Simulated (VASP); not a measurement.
# TlCl (Pm-3m) in VASP: notebook

Runs on TlCl. Level: LDA. Tasks: single point.

Everything below comes from runs of VASP 6.6.1. Logs are shortened: lines on timing, memory, paths and dates and some standing lists are left out, and cuts for length are marked.

## (1) The cell of the first run

It takes space group Pm-3m (No. 221, cubic). The conventional cell has a = 3.694 Å, b = 3.694 Å, c = 3.694 Å, α = 90.00°, β = 90.00°, γ = 90.00°. Tl (site symmetry m-3m) has 8 Cl at 3.20 Å and 6 Tl at 3.69 Å within 4.2 Å. Cl (site symmetry m-3m) has 8 Tl at 3.20 Å and 6 Cl at 3.69 Å within 4.2 Å.

## (2) Single point, LDA, non-collinear spin, zero start, spin-orbit coupling

Input file INCAR:

```
PREC     = Accurate       # precision mode
ENCUT    = 500            # plane-wave cutoff, eV
EDIFF    = 1E-6           # SCF threshold, eV
ISMEAR   = 0              # smearing method
SIGMA    = 0.01           # smearing width, eV
LREAL    = False          # projectors in reciprocal space
LASPH    = True           # aspherical terms in the spheres
NELM     = 200            # most SCF steps
ALGO     = Normal         # electronic algorithm
ISIF     = 2              # what is computed and relaxed
LWAVE    = False          # write WAVECAR
LCHARG   = False          # write CHGCAR
MAGMOM   = 0 0 0 0 0 0    # initial moments
LORBIT   = 11             # projections on sites
LSORBIT  = True           # spin-orbit coupling
GGA_COMPAT= False        
LORBMOM  = True         
NBANDS   = 32             # bands
```

Input file KPOINTS:

```
Automatic mesh
0
Gamma
  6 6 6
```

Input file POSCAR:

```
TlCl
1.0
    3.6938912584      0.0000000000      0.0000000000
    0.0000000000      3.6938912584      0.0000000000
    0.0000000000      0.0000000000      3.6938912584
Tl Cl
1 1
Direct
    0.0000000000      0.0000000000      0.0000000000
    0.5000000000      0.5000000000      0.5000000000
```

Potentials or basis: VASP PAW LDA potentials, release 64 (Tl_d, Cl).

The run is started by

```console
> cat potpaw_LDA.64/Tl_d/POTCAR potpaw_LDA.64/Cl/POTCAR > POTCAR
> mpirun -np 1 vasp_ncl > vasp.out
```

OUTCAR:

```text
PREC = Accurate
   ENCUT = 500
   EDIFF = 1E-6
   ISMEAR = 0
   LREAL = False
   LASPH = True
   NELM = 200
   ISIF = 2
   LORBIT = 11
   LSORBIT = True

 ion  position               nearest neighbor table
   1  0.000  0.000  0.000-   2 3.20   2 3.20   2 3.20   2 3.20   2 3.20   2 3.20   2 3.20   2 3.20

   2  0.500  0.500  0.500-   1 3.20   1 3.20   1 3.20   1 3.20   1 3.20   1 3.20   1 3.20   1 3.20

  LATTYP: Found a simple cubic cell.
 ALAT       =     3.6938912584

  Lattice vectors:

 A1 = (   3.6938912584,   0.0000000000,   0.0000000000)
 A2 = (   0.0000000000,   3.6938912584,   0.0000000000)
 A3 = (   0.0000000000,   0.0000000000,   3.6938912584)

Analysis of symmetry for initial positions (statically):
=====================================================================
 Subroutine PRICEL returns:
 Original cell was already a primitive cell.

 Routine SETGRP: Setting up the symmetry group for a
 simple cubic supercell.

 Subroutine GETGRP returns: Found 48 space group operations
 (whereof 48 operations were pure point group operations)
 out of a pool of 48 trial point group operations.

The static configuration has the point symmetry O_h .

Analysis of symmetry for dynamics (positions and initial velocities):
=====================================================================
 Subroutine PRICEL returns:
 Original cell was already a primitive cell.

 Routine SETGRP: Setting up the symmetry group for a
 simple cubic supercell.

 Subroutine GETGRP returns: Found 48 space group operations
 (whereof 48 operations were pure point group operations)
 out of a pool of 48 trial point group operations.

The dynamic configuration has the point symmetry O_h .

Analysis of structural, dynamic, and magnetic symmetry:
=====================================================================
 Subroutine PRICEL returns:
 Original cell was already a primitive cell.

 Routine SETGRP: Setting up the symmetry group for a
 simple cubic supercell.

 Subroutine GETGRP returns: Found 48 space group operations
 (whereof 48 operations were pure point group operations)
 out of a pool of 48 trial point group operations.

The overall configuration has the point symmetry O_h .

 Subroutine INISYM returns: Found 48 space group operations
 (whereof 48 operations are pure point group operations),
 and found     1 'primitive' translations

----------------------------------------------------------------------------------------

                                     Primitive cell

  volume of cell :      50.4025

  direct lattice vectors                    reciprocal lattice vectors
     3.693891258  0.000000000  0.000000000     0.270717227  0.000000000  0.000000000
     0.000000000  3.693891258  0.000000000     0.000000000  0.270717227  0.000000000
     0.000000000  0.000000000  3.693891258     0.000000000  0.000000000  0.270717227

  length of vectors
     3.693891258  3.693891258  3.693891258     0.270717227  0.270717227  0.270717227

  position of ions in fractional coordinates (direct lattice)
     0.000000000  0.000000000  0.000000000
     0.500000000  0.500000000  0.500000000

  ion indices of the primitive-cell ions
   primitive index   ion index
                 1           1
                 2           2

----------------------------------------------------------------------------------------

 KPOINTS: Automatic mesh

Automatic generation of k-mesh.
 Grid dimensions read from file:
 generate k-points for:    6    6    6

 Generating k-lattice:

  Cartesian coordinates                     Fractional coordinates (reciprocal lattice)
     0.045119538  0.000000000  0.000000000     0.166666667  0.000000000  0.000000000
     0.000000000  0.045119538  0.000000000     0.000000000  0.166666667  0.000000000
     0.000000000  0.000000000  0.045119538     0.000000000  0.000000000  0.166666667

[... 90 lines left out ...]

 number of electron      19.9999999 magnetization      -0.0000000      0.0000000     -0.0000000

 number of electron      19.9999999 magnetization       0.0000000      0.0000000     -0.0000000

 Free energy of the ion-electron system (eV)
  ---------------------------------------------------
  ext. energy  EPLUGINS =         0.00000000
  ---------------------------------------------------
  free energy    TOTEN  =        -7.19805489 eV

  energy without entropy =       -7.19805489  energy(sigma->0) =       -7.19805489

 E-fermi :   3.9231     XC(G=0): -10.1303

 val. band max:        3.8376166374   @ k =   0.5000   0.0000   0.0000
 cond. band min:       4.8127493668   @ k =   0.5000   0.5000   0.5000
 fundamental gap:      0.9751327294
 Fermi energy:         3.9230755783

 k-point     1 :       0.0000    0.0000    0.0000
  band No.  band energies     occupation
      1     -10.6447      1.00000
      2     -10.6447      1.00000
      3      -7.5206      1.00000
      4      -7.5206      1.00000
      5      -7.5206      1.00000
      6      -7.5206      1.00000
[... 689 lines left out ...]
     31      17.0786      0.00000
     32      17.0786      0.00000

------------------------ aborting loop because EDIFF is reached ----------------------------------------

  FORCE on cell =-STRESS in cart. coord.  units (eV):
  Direction    XX          YY          ZZ          XY          YZ          ZX
  --------------------------------------------------------------------------------------
  -------------------------------------------------------------------------------------
  Total       -0.0492313     -0.0492313     -0.0492313      0.0000000      0.0000000     -0.0000000
  in kB       -1.5649468     -1.5649468     -1.5649468      0.0000000      0.0000000     -0.0000000
  external PRESSURE =      -1.5649468 kB  Pullay stress =       0.0000000 kB

 VOLUME and BASIS-vectors are now :
 -----------------------------------------------------------------------------
  energy-cutoff  :      500.00
  volume of cell :       50.40
      direct lattice vectors                 reciprocal lattice vectors
     3.693891258  0.000000000  0.000000000     0.270717227  0.000000000  0.000000000
     0.000000000  3.693891258  0.000000000     0.000000000  0.270717227  0.000000000
     0.000000000  0.000000000  3.693891258     0.000000000  0.000000000  0.270717227

 POSITION                                       TOTAL-FORCE (eV/Angst)
 -----------------------------------------------------------------------------------
      0.00000      0.00000      0.00000         0.000000      0.000000      0.000000
      1.84695      1.84695      1.84695         0.000000      0.000000      0.000000
 -----------------------------------------------------------------------------------
    total drift:                               -0.000000      0.000000      0.000000

  FREE ENERGIE OF THE ION-ELECTRON SYSTEM (eV)
  ---------------------------------------------------
  free  energy   TOTEN  =        -7.1980548876 eV

  energy  without entropy=       -7.1980548876  energy(sigma->0) =       -7.19805489

 orbital moment (x)

 # of ion     p       d       tot
 ----------------------------------------
  1        -0.000  -0.000  -0.000
  2         0.000   0.000   0.000
 ----------------------------------------
           -0.000  -0.000  -0.000

 orbital moment (y)

 # of ion     p       d       tot
 ----------------------------------------
  1         0.000   0.000   0.000
  2         0.000   0.000   0.000
 ----------------------------------------
            0.000   0.000   0.000

 orbital moment (z)

 # of ion     p       d       tot
 ----------------------------------------
  1         0.000  -0.000  -0.000
  2         0.000   0.000   0.000
 ----------------------------------------
            0.000  -0.000  -0.000

 Spin-Orbit-Coupling matrix elements

 Ion:    1  E_soc:     -0.3859848
 l=   1
     0.0000000    -0.0145892    -0.0145892
    -0.0145892     0.0000000    -0.0145892
    -0.0145892    -0.0145892     0.0000000
 l=   2
     0.0000000    -0.0098321     0.0000000    -0.0098321    -0.0399095
    -0.0098321     0.0000000    -0.0299321    -0.0098321    -0.0099774
     0.0000000    -0.0299321     0.0000000    -0.0299321     0.0000000
    -0.0098321    -0.0098321    -0.0299321     0.0000000    -0.0099774
    -0.0399095    -0.0099774     0.0000000    -0.0099774     0.0000000
 l=   3
     0.0000000     0.0000000     0.0000000     0.0000000     0.0000000     0.0000000     0.0000000
     0.0000000     0.0000000     0.0000000     0.0000000     0.0000000     0.0000000     0.0000000
     0.0000000     0.0000000     0.0000000     0.0000000     0.0000000     0.0000000     0.0000000
     0.0000000     0.0000000     0.0000000     0.0000000     0.0000000     0.0000000     0.0000000
     0.0000000     0.0000000     0.0000000     0.0000000     0.0000000     0.0000000     0.0000000
     0.0000000     0.0000000     0.0000000     0.0000000     0.0000000     0.0000000     0.0000000
     0.0000000     0.0000000     0.0000000     0.0000000     0.0000000     0.0000000     0.0000000

 Ion:    2  E_soc:     -0.0044290
 l=   1
     0.0000000    -0.0007382    -0.0007382
    -0.0007382     0.0000000    -0.0007382
    -0.0007382    -0.0007382     0.0000000
 l=   2
     0.0000000     0.0000000     0.0000000     0.0000000     0.0000000
     0.0000000     0.0000000     0.0000000     0.0000000     0.0000000
     0.0000000     0.0000000     0.0000000     0.0000000     0.0000000
     0.0000000     0.0000000     0.0000000     0.0000000     0.0000000
     0.0000000     0.0000000     0.0000000     0.0000000     0.0000000
 l=   3
     0.0000000     0.0000000     0.0000000     0.0000000     0.0000000     0.0000000     0.0000000
     0.0000000     0.0000000     0.0000000     0.0000000     0.0000000     0.0000000     0.0000000
     0.0000000     0.0000000     0.0000000     0.0000000     0.0000000     0.0000000     0.0000000
     0.0000000     0.0000000     0.0000000     0.0000000     0.0000000     0.0000000     0.0000000
     0.0000000     0.0000000     0.0000000     0.0000000     0.0000000     0.0000000     0.0000000
     0.0000000     0.0000000     0.0000000     0.0000000     0.0000000     0.0000000     0.0000000
     0.0000000     0.0000000     0.0000000     0.0000000     0.0000000     0.0000000     0.0000000

 total charge

# of ion       s       p       d       tot
------------------------------------------
    1        1.306   0.162   9.662  11.130
    2        1.603   3.467   0.000   5.070
--------------------------------------------------
tot          2.909   3.629   9.662  16.200

 magnetization (x)

# of ion       s       p       d       tot
------------------------------------------
    1       -0.000   0.000   0.000  -0.000
    2       -0.000  -0.000   0.000  -0.000
--------------------------------------------------
tot         -0.000  -0.000   0.000  -0.000

 magnetization (y)

# of ion       s       p       d       tot
------------------------------------------
    1       -0.000  -0.000  -0.000  -0.000
    2        0.000  -0.000   0.000  -0.000
--------------------------------------------------
tot         -0.000  -0.000  -0.000  -0.000

 magnetization (z)

# of ion       s       p       d       tot
------------------------------------------
    1       -0.000   0.000   0.000  -0.000
    2        0.000  -0.000   0.000   0.000
--------------------------------------------------
tot         -0.000  -0.000   0.000  -0.000
```

Wall time 22 s (1 thread of Intel Xeon 6975P-C (Granite Rapids), shared host); peak memory 0.22 GiB.

Results:

```
Free energy                                           : -7.1981 eV
Pressure                                              : -0.2 GPa
Net moment                                            : 0.00 μB per cell
Valence electrons inside the program's atomic spheres : Tl 11.13; Cl 5.07
```

Moments on the atoms (μB; x, y, z):
```
Tl  0.00 0.00 0.00
Cl  0.00 0.00 0.00
```

## (3) Single point, LDA, non-collinear spin, zero start, spin-orbit coupling

This run uses another cell than the first one, of 25.58 Å³/atom.

Input file INCAR:

```
  PREC = Accurate
  ENCUT = 500
  EDIFF = 1E-6
  ISMEAR = 0
  SIGMA = 0.01
  LREAL = False
  LASPH = True
  NELM = 200
  ALGO = Normal
  ISIF = 2
  LWAVE = False
  LCHARG = True
  MAGMOM = 0 0 0 0 0 0
  LORBIT = 11
  LSORBIT = True
  GGA_COMPAT = False
  LORBMOM = True
  GGA = CA
  LVHAR = True
  NBANDS = 32
```

Input file KPOINTS:

```
regular mesh
0
Gamma
  6 6 6
```

Input file POSCAR:

```
TlCl
1.0
    3.7123607147      0.0000000000      0.0000000000
    0.0000000000      3.7123607147      0.0000000000
    0.0000000000      0.0000000000      3.7123607147
Tl Cl
1 1
Direct
    0.0000000000      0.0000000000      0.0000000000
    0.5000000000      0.5000000000      0.5000000000
```

Potentials or basis: VASP PAW LDA potentials, release 64 (Tl_d, Cl).

The run is started by

```console
> cat potpaw_LDA.64/Tl_d/POTCAR potpaw_LDA.64/Cl/POTCAR > POTCAR
> mpirun -np 1 vasp_ncl > vasp.out
```

Run time: 24 s. Hardware: 1 thread of Intel Xeon 6975P-C (Granite Rapids), shared host; peak memory 0.22 GiB.

It converged, with:

```
Free energy                                           : -7.1965 eV
Pressure                                              : -0.7 GPa
Net moment                                            : 0.00 μB per cell
Valence electrons inside the program's atomic spheres : Tl 11.12; Cl 5.07
```

Moments on the atoms (μB; x, y, z):
```
Tl  0.00 0.00 0.00
Cl  0.00 0.00 0.00
```
